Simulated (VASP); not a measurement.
# Ta2SiO3 (P4/mmm) in VASP: a series of runs

Ta2SiO3 is run at these levels: PBE; tasks: single point.

Everything below comes from runs of VASP 6.6.1. Logs are shortened: lines on timing, memory, paths and dates and some standing lists are left out, and cuts for length are marked.

## (1) The cell of the first run

Symmetry: P4/mmm, No. 123, tetragonal system. Conventional cell: a = 4.074 Å, b = 4.074 Å, c = 5.701 Å, α = 90.00°, β = 90.00°, γ = 90.00°. Within 3.8 Å of Ta (site symmetry 4/mmm) lie 2 Ta at 2.85 Å and 12 O at 2.88 to 3.50 Å. Within 2.7 Å of Ta (site symmetry 4/mmm) lie 4 O at 2.04 Å. Si (site symmetry 4/mmm) has 4 O at 2.04 Å within 2.7 Å. O (site symmetry mmm) has 2 Ta at 2.04 Å and 2 Si at 2.04 Å within 2.7 Å. Within 3.8 Å of O (site symmetry 4/mmm) lie 2 Si at 2.85 Å and 4 Ta at 2.88 Å and 8 O at 3.50 Å.

The cell was built from a structure type or drawn by symmetry, and may not be a known phase.

## (2) Single point, PBE

Input file INCAR:

```
SYSTEM = Ta2SiO3
ALGO = Normal
EDIFF = 1E-6
ENCUT = 600
GGA = PE
GGA_COMPAT = .False.
ISIF = 2
ISMEAR = 0
LASPH = .True.
LCHARG = .False.
LREAL = .False.
LWAVE = .False.
NBANDS = 31
NELM = 120
PREC = Accurate
SIGMA = 0.15
```

Input file KPOINTS:

```
k-points
0
Gamma
  3 3 2
  0 0 0
```

Input file POSCAR:

```
Ta2SiO3
1.0
    4.0738833971      0.0000000000      0.0000000000
    0.0000000000      4.0738833971      0.0000000000
    0.0000000000      0.0000000000      5.7009764699
Ta Si O
2 1 3
Direct
    0.5000000000      0.5000000000      0.0000000000
    0.5000000000      0.5000000000      0.5000000000
    0.0000000000      0.0000000000      0.5000000000
    0.5000000000      0.0000000000      0.5000000000
    0.0000000000      0.5000000000      0.5000000000
    0.0000000000      0.0000000000      0.0000000000
```

Potentials or basis: VASP PAW PBE potentials, release 64 (Ta_pv, Si, O).

Command:

```bash
cat potpaw_PBE.64/Ta_pv/POTCAR potpaw_PBE.64/Si/POTCAR potpaw_PBE.64/O/POTCAR > POTCAR
mpirun -np 1 vasp_std > vasp.out
```

OUTCAR:

```text
SYSTEM = Ta2SiO3
   EDIFF = 1E-6
   ENCUT = 600
   GGA = PE
   ISIF = 2
   ISMEAR = 0
   LASPH = .True.
   LREAL = .False.
   NELM = 120
   PREC = Accurate

 ion  position               nearest neighbor table
   1  0.500  0.500  0.000-   2 2.85   2 2.85
   2  0.500  0.500  0.500-   4 2.04   5 2.04   4 2.04   5 2.04   1 2.85   1 2.85   3 2.88   3 2.88
                             3 2.88   3 2.88
   3  0.000  0.000  0.500-   4 2.04   5 2.04   5 2.04   4 2.04   2 2.88   2 2.88   2 2.88   2 2.88

   4  0.500  0.000  0.500-   2 2.04   3 2.04   2 2.04   3 2.04
   5  0.000  0.500  0.500-   2 2.04   3 2.04   3 2.04   2 2.04
   6  0.000  0.000  0.000-

  LATTYP: Found a simple tetragonal cell.
 ALAT       =     4.0738833971
 C/A-ratio  =     1.3993960833

  Lattice vectors:

 A1 = (   4.0738833971,   0.0000000000,   0.0000000000)
 A2 = (   0.0000000000,   4.0738833971,   0.0000000000)
 A3 = (   0.0000000000,   0.0000000000,   5.7009764699)

Analysis of symmetry for initial positions (statically):
=====================================================================
 Subroutine PRICEL returns:
 Original cell was already a primitive cell.

 Routine SETGRP: Setting up the symmetry group for a
 simple tetragonal supercell.

 Subroutine GETGRP returns: Found 16 space group operations
 (whereof 16 operations were pure point group operations)
 out of a pool of 16 trial point group operations.

The static configuration has the point symmetry D_4h.

Analysis of symmetry for dynamics (positions and initial velocities):
=====================================================================
 Subroutine PRICEL returns:
 Original cell was already a primitive cell.

 Routine SETGRP: Setting up the symmetry group for a
 simple tetragonal supercell.

 Subroutine GETGRP returns: Found 16 space group operations
 (whereof 16 operations were pure point group operations)
 out of a pool of 16 trial point group operations.

The dynamic configuration has the point symmetry D_4h.

 Subroutine INISYM returns: Found 16 space group operations
 (whereof 16 operations are pure point group operations),
 and found     1 'primitive' translations

----------------------------------------------------------------------------------------

                                     Primitive cell

  volume of cell :      94.6164

  direct lattice vectors                    reciprocal lattice vectors
     4.073883397  0.000000000  0.000000000     0.245466034  0.000000000  0.000000000
     0.000000000  4.073883397  0.000000000     0.000000000  0.245466034  0.000000000
     0.000000000  0.000000000  5.700976470     0.000000000  0.000000000  0.175408547

  length of vectors
     4.073883397  4.073883397  5.700976470     0.245466034  0.245466034  0.175408547

  position of ions in fractional coordinates (direct lattice)
     0.500000000  0.500000000  0.000000000
     0.500000000  0.500000000  0.500000000
     0.000000000  0.000000000  0.500000000
     0.500000000  0.000000000  0.500000000
     0.000000000  0.500000000  0.500000000
     0.000000000  0.000000000  0.000000000

  ion indices of the primitive-cell ions
   primitive index   ion index
                 1           1
                 2           2
                 3           3
                 4           4
                 5           5
                 6           6

----------------------------------------------------------------------------------------

 KPOINTS: k-points

Automatic generation of k-mesh.
 Grid dimensions read from file:
 generate k-points for:    3    3    2

 Generating k-lattice:

  Cartesian coordinates                     Fractional coordinates (reciprocal lattice)
     0.081822011  0.000000000  0.000000000     0.333333333  0.000000000  0.000000000
     0.000000000  0.081822011  0.000000000     0.000000000  0.333333333  0.000000000
     0.000000000  0.000000000  0.087704274     0.000000000  0.000000000  0.500000000

  Length of vectors
     0.081822011  0.081822011  0.087704274

  Shift w.r.t. Gamma in fractional coordinates (k-lattice)
     0.000000000  0.000000000  0.000000000

 Subroutine IBZKPT returns following result:
 ===========================================

 Found      6 irreducible k-points:

 Following reciprocal coordinates:
            Coordinates               Weight
  0.000000  0.000000  0.000000      1.000000
  0.333333  0.000000  0.000000      4.000000
  0.333333  0.333333  0.000000      4.000000
  0.000000  0.000000  0.500000      1.000000
  0.333333  0.000000  0.500000      4.000000
  0.333333  0.333333  0.500000      4.000000
   k-points           NKPTS =      6   k-points in BZ     NKDIM =      6   number of bands    NBANDS=     31
   number of dos      NEDOS =    301   number of ions     NIONS =      6
   total plane-waves  NPLWV =  62208
   dimension x,y,z NGX =    36 NGY =   36 NGZ =   48
   dimension x,y,z NGXF=    72 NGYF=   72 NGZF=   96
   ions per type =               2   1   3
   NGX,Y,Z   is equivalent  to a cutoff of  14.69, 14.69, 14.00 a.u.
   NGXF,Y,Z  is equivalent  to a cutoff of  29.38, 29.38, 27.99 a.u.
 SYSTEM =  Ta2SiO3
   PREC   = accura    normal or accurate (medium, high low for compatibility)
   ISTART =      0    job   : 0-new  1-cont  2-samecut
   ICHARG =      2    charge: 1-file 2-atom 10-const
   ISPIN  =      1    spin polarized calculation?
   LNONCOLLINEAR =      F non collinear calculations
   LSORBIT =      F    spin-orbit coupling
   LASPH  =      T    aspherical Exc in radial PAW
   ENCUT  =  600.0 eV  44.10 Ry    6.64 a.u.   8.14  8.14 11.39*2*pi/ulx,y,z
   NELM   =    120;   NELMIN=  2; NELMDL= -5     # of ELM steps
   EDIFF  = 0.1E-05   stopping-criterion for ELM
   LREAL  =      F    real-space projection
   EDIFFG = 0.1E-04   stopping-criterion for IOM
   NSW    =      0    number of steps for IOM
   IBRION =     -1    ionic relax: 0-MD 1-quasi-New 2-CG
   NFREE  =      0    steps in history (QN), initial steepest desc. (CG)
   ISIF   =      2    stress and relaxation
   ISYM   =      2    0-nonsym 1-usesym 2-fastsym
   POTIM  = 0.5000    time-step for ionic-motion
   TEBEG  =    0.0;   TEEND  =   0.0 temperature during run
   PSTRESS=    0.0 pullay stress
   NELECT =      44.0000    total number of electrons
   NUPDOWN=      -1.0000    fix difference up-down
   EMIN   =  10.00;   EMAX   =-10.00  energy-range for DOS
   EFERMI =   0.00;   METHOD = LEGACY
   ISMEAR =     0;   SIGMA  =   0.15  broadening in eV -4-tet -1-fermi 0-gaus
   EFERMI_NEDOS =   21; number of points for ismear=-14 and -15
   IALGO  =     38    algorithm
   IMIX   =      4    mixing-type and parameters
     AMIX     =   0.40;   BMIX     =  1.00
     AMIX_MAG =   1.60;   BMIX_MAG =  1.00
  volume/ion in A,a.u.               =      15.77       106.42
  Fermi-wavevector in a.u.,A,eV,Ry     =   1.268344  2.396822 21.887630  1.608695
  Thomas-Fermi vector in A             =   2.401443
   LORBIT       =      0    0 simple, 1 ext, 2 COOP (PROOUT), +10 PAW based schemes
   GGA     = PE    functional components
   LHFCALC =     F    Hartree Fock is set to
   AEXX    =    0.0000 exact exchange contribution
   IVDW    =     0    specifies the selected vdW correction
   LEPSILON=     F    determine dielectric tensor
   LRPA    =     F    only Hartree local field effects (RPA)
 non-spin polarized calculation
 Gauss-broadening in eV      SIGMA  =   0.15
  energy-cutoff  :      600.00
  volume of cell :       94.62
 maximum number of plane-waves:      3190
 NGX is ok and might be reduce to    36
   NGX = 17   NGY = 17   NGZ = 23

 number of electron      43.9999991 magnetization

 Free energy of the ion-electron system (eV)
  ---------------------------------------------------
  ext. energy  EPLUGINS =         0.00000000
  ---------------------------------------------------
  free energy    TOTEN  =       -43.79223374 eV

  energy without entropy =      -43.70332234  energy(sigma->0) =      -43.74777804

 E-fermi :   4.5456     XC(G=0): -10.5393

 val. band max:        4.5147293548   @ k =   0.3333   0.0000   0.0000
 cond. band min:       4.5919247934   @ k =   0.0000   0.0000   0.5000
 fundamental gap:      0.0771954386
 Fermi energy:         4.5455808498

 k-point     1 :       0.0000    0.0000    0.0000
  band No.  band energies     occupation
      1     -31.4962      2.00000
      2     -31.4962      2.00000
      3     -31.0594      2.00000
      4     -31.0594      2.00000
      5     -30.9291      2.00000
      6     -30.0760      2.00000
[... 23 lines left out ...]
     30       8.5807      0.00000
     31       9.9729      0.00000

 k-point     2 :       0.3333    0.0000    0.0000
  band No.  band energies     occupation
      1     -31.5079      2.00000
      2     -31.4953      2.00000
      3     -31.1392      2.00000
      4     -31.0563      2.00000
      5     -30.9273      2.00000
      6     -30.0743      2.00000
[... 23 lines left out ...]
     30       8.4945      0.00000
     31       8.9945      0.00000

 k-point     3 :       0.3333    0.3333    0.0000
  band No.  band energies     occupation
      1     -31.5068      2.00000
      2     -31.5066      2.00000
      3     -31.1355      2.00000
      4     -31.1346      2.00000
      5     -30.9256      2.00000
      6     -30.0726      2.00000
[... 23 lines left out ...]
     30       7.9623      0.00000
     31       9.0203      0.00000

 k-point     4 :       0.0000    0.0000    0.5000
  band No.  band energies     occupation
      1     -31.4927      2.00000
      2     -31.4927      2.00000
      3     -31.0632      2.00000
      4     -31.0632      2.00000
      5     -30.7092      2.00000
      6     -30.3163      2.00000
[... 23 lines left out ...]
     30       7.3336      0.00000
     31       8.5601      0.00000

 k-point     5 :       0.3333    0.0000    0.5000
  band No.  band energies     occupation
      1     -31.5034      2.00000
      2     -31.4918      2.00000
      3     -31.1441      2.00000
      4     -31.0600      2.00000
      5     -30.7083      2.00000
      6     -30.3136      2.00000
[... 23 lines left out ...]
     30       7.1929      0.00000
     31       8.6570      0.00000

 k-point     6 :       0.3333    0.3333    0.5000
  band No.  band energies     occupation
      1     -31.5023      2.00000
      2     -31.5021      2.00000
      3     -31.1404      2.00000
      4     -31.1395      2.00000
      5     -30.7074      2.00000
      6     -30.3110      2.00000
[... 23 lines left out ...]
     30       6.9195      0.00000
     31       8.5554      0.00000

------------------------ aborting loop because EDIFF is reached ----------------------------------------

  FORCE on cell =-STRESS in cart. coord.  units (eV):
  Direction    XX          YY          ZZ          XY          YZ          ZX
  --------------------------------------------------------------------------------------
  -------------------------------------------------------------------------------------
  Total        0.5513209      0.5513209      0.3100186      0.0000000      0.0000000      0.0000000
  in kB        9.3357365      9.3357365      5.2496680      0.0000000      0.0000000      0.0000000
  external PRESSURE =       7.9737136 kB  Pullay stress =       0.0000000 kB

 VOLUME and BASIS-vectors are now :
 -----------------------------------------------------------------------------
  energy-cutoff  :      600.00
  volume of cell :       94.62
      direct lattice vectors                 reciprocal lattice vectors
     4.073883397  0.000000000  0.000000000     0.245466034  0.000000000  0.000000000
     0.000000000  4.073883397  0.000000000     0.000000000  0.245466034  0.000000000
     0.000000000  0.000000000  5.700976470     0.000000000  0.000000000  0.175408547

 POSITION                                       TOTAL-FORCE (eV/Angst)
 -----------------------------------------------------------------------------------
      2.03694      2.03694      0.00000         0.000000      0.000000      0.000000
      2.03694      2.03694      2.85049         0.000000      0.000000      0.000000
      0.00000      0.00000      2.85049         0.000000      0.000000      0.000000
      2.03694      0.00000      2.85049         0.000000      0.000000      0.000000
      0.00000      2.03694      2.85049         0.000000      0.000000      0.000000
      0.00000      0.00000      0.00000         0.000000      0.000000      0.000000
 -----------------------------------------------------------------------------------
    total drift:                                0.000000      0.000000      0.000000

  FREE ENERGIE OF THE ION-ELECTRON SYSTEM (eV)
  ---------------------------------------------------
  free  energy   TOTEN  =       -43.7922337373 eV

  energy  without entropy=      -43.7033223355  energy(sigma->0) =      -43.74777804
```

It took 16 s on 1 thread of Intel Xeon 6975P-C (Granite Rapids), shared host; peak memory 0.24 GiB.

What came out:

```yaml
Free_energy: -43.7922 eV
Pressure: 0.8 GPa
Band_gap_on_the_k_mesh: zero (bands 22 and 23 overlap by 1.29 eV)
```

Stress tensor (GPa, compression positive):
```
0.93 0.00 0.00
0.00 0.93 0.00
0.00 0.00 0.52
```

Caveat: the k points lie up to 0.55 Å⁻¹ apart, too coarse for converged energies and pressures of a metal; spin-orbit coupling is left out, which moves the levels of the heavy elements.

## (3) Single point, PBE

This run uses another cell than the first one, of 15.44 Å³/atom.

Input file INCAR:

```
SYSTEM = Ta2SiO3
PREC = Accurate
ENCUT = 600
EDIFF = 1E-6
ISMEAR = 0
SIGMA = 0.15
LREAL = .False.
LASPH = .True.
NELM = 120
ALGO = Normal
ISIF = 2
LWAVE = .False.
LCHARG = .True.
GGA = PE
LELF = .True.
LVHAR = .True.
NBANDS = 31
GGA_COMPAT = .False.
```

Input file KPOINTS:

```
regular mesh
0
Gamma
  3 3 2
  0 0 0
```

Input file POSCAR:

```
Ta2SiO3
1.0
    3.6414703158      0.0000000000      0.0000000000
    0.0000000000      3.6414703158      0.0000000000
    0.0000000000      0.0000000000      6.9869086667
Ta Si O
2 1 3
Direct
    0.0000000000      0.5000000000      0.0000000000
    0.5000000000      0.0000000000      0.0000000000
    0.0000000000      0.0000000000      0.5000000000
    0.0000000000      0.0000000000      0.1767380312
    0.0000000000      0.0000000000      0.8232619688
    0.5000000000      0.5000000000      0.5000000000
```

Potentials or basis: VASP PAW PBE potentials, release 64 (Ta_pv, Si, O).

Command:

```bash
cat potpaw_PBE.64/Ta_pv/POTCAR potpaw_PBE.64/Si/POTCAR potpaw_PBE.64/O/POTCAR > POTCAR
mpirun -np 1 vasp_std > vasp.out
```

Run time: 17 s. Hardware: 1 thread of Intel Xeon 6975P-C (Granite Rapids), shared host; peak memory 0.22 GiB.

The run converged. Its results:

| Property | Result |
| --- | --- |
| Free energy | -46.7501 eV |
| Pressure | 0.4 GPa |
| Largest force | 0.060 eV/Å |
| Band gap on the k mesh | zero (bands 22 and 23 overlap by 0.77 eV) |

Forces on the atoms (eV/Å):
```
Ta   0.000  0.000  0.000
Ta   0.000  0.000  0.000
Si   0.000  0.000  0.000
O    0.000  0.000  0.060
O    0.000  0.000 -0.060
O    0.000  0.000  0.000
```

Stress tensor (GPa, compression positive):
```
0.47 0.00 0.00
0.00 0.47 0.00
0.00 0.00 0.30
```

Levels at points of the mesh, in eV from the Fermi level:
```csv
k point,band 19,band 20,band 21,band 22,band 23,band 24,band 25,band 26
"(0.00, 0.00, 0.00)",-1.67,-1.67,-1.30,-0.27,1.58,1.58,1.78,3.61
"(0.00, 0.00, 0.50)",-1.70,-1.70,-1.56,-0.11,1.57,1.57,1.85,2.57
```

Caveat: the k points lie up to 0.58 Å⁻¹ apart, too coarse for converged energies and pressures of a metal; spin-orbit coupling is left out, which moves the levels of the heavy elements.
